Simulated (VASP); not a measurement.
Write the native input for VASP 6.6.1 that does the following.

```
Task                   : single point
Functional             : LDA
Potentials or basis    : VASP PAW LDA potentials, release 64 (Cu, O)
Cutoff                 : 520 eV
k mesh                 : 7 × 7 × 4
Occupations            : gaussian, width 0.05 eV
Spin                   : collinear spin, antiferromagnetic start
Starting moments       : [1.0, 1.0, -1.0, -1.0, 0.0, 0.0, 0.0, 0.0] μB
Hubbard terms          : Cu d U = 4.0 eV, J = 0.9 eV
Dipole correction      : no
LDAUTYPE               : 1
Hund's J               : 0.9
Further INCAR settings : ALGO = Normal; EDIFF = 1e-06; NBANDS = 48
```

The structure of CuO lies in POSCAR:

```
CuO
1.0
    4.6892995200      0.0000000000      0.0000000000
    4.6892995200      3.4267996400      0.0000000000
   -0.8605499100      0.0000000000      5.0594394800
Cu O
4 4
Direct
    0.0032000000      0.2468000000      0.0000000000
    0.4968000000      0.7532000000      0.5000000000
    0.0032000000      0.7468000000      0.0000000000
    0.4968000000      0.2532000000      0.5000000000
    0.5714000000      0.9171000000      0.2537000000
    0.4056000000      0.0829000000      0.7537000000
    0.5714000000      0.4171000000      0.2537000000
    0.4056000000      0.5829000000      0.7537000000
```

These files were run (other wordings do the same):

INCAR

```
PREC     = Accurate       # precision mode
ENCUT    = 520            # plane-wave cutoff, eV
EDIFF    = 1E-6           # SCF threshold, eV
ISMEAR   = 0              # smearing method
SIGMA    = 0.05           # smearing width, eV
LREAL    = F              # projectors in reciprocal space
LASPH    = T              # aspherical terms in the spheres
NELM     = 150            # most SCF steps
ALGO     = Normal         # electronic algorithm
ISIF     = 2              # what is computed and relaxed
LWAVE    = F              # write WAVECAR
LCHARG   = F              # write CHGCAR
ISPIN    = 2              # spin polarisation
MAGMOM   = 1 1 -1 -1 0 0 0 0 # initial moments
LORBIT   = 11             # projections on sites
LMAXMIX  = 4              # l up to which the mixer works
LDAU     = T              # DFT+U
LDAUTYPE = 1            
LDAUL    = 2 -1           # shell
LDAUU    = 4 0            # U, eV
LDAUJ    = 0.9 0        
LDAUPRINT= 1            
NBANDS   = 48             # bands
LUSENCCL = F
```

KPOINTS

```
Automatic mesh
0
Gamma
  7 7 4
```

Potentials or basis: VASP PAW LDA potentials, release 64 (Cu, O).

Command:

```sh
$ cat potpaw_LDA.64/Cu/POTCAR potpaw_LDA.64/O/POTCAR > POTCAR
$ mpirun -np 1 vasp_std > vasp.out
```

Results of the run:

```yaml
Pressure: -11.0 GPa
Largest_force: 0.773 eV/Å
Band_gap_on_the_k_mesh: 0.36 eV
Net_moment: 0.00 μB per cell
Site_moments: Cu +0.51, -0.51; O +0.01, -0.01 μB
Valence_electrons_inside_the_program's_atomic_spheres: Cu 9.95; O 4.94
```

It took 6 min on 1 × NVIDIA H100 80GB with 1 thread of Intel(R) Xeon(R) Platinum 8481C CPU @ 2.70GHz (Sapphire Rapids) (shared host), peak memory 1.4 GiB.
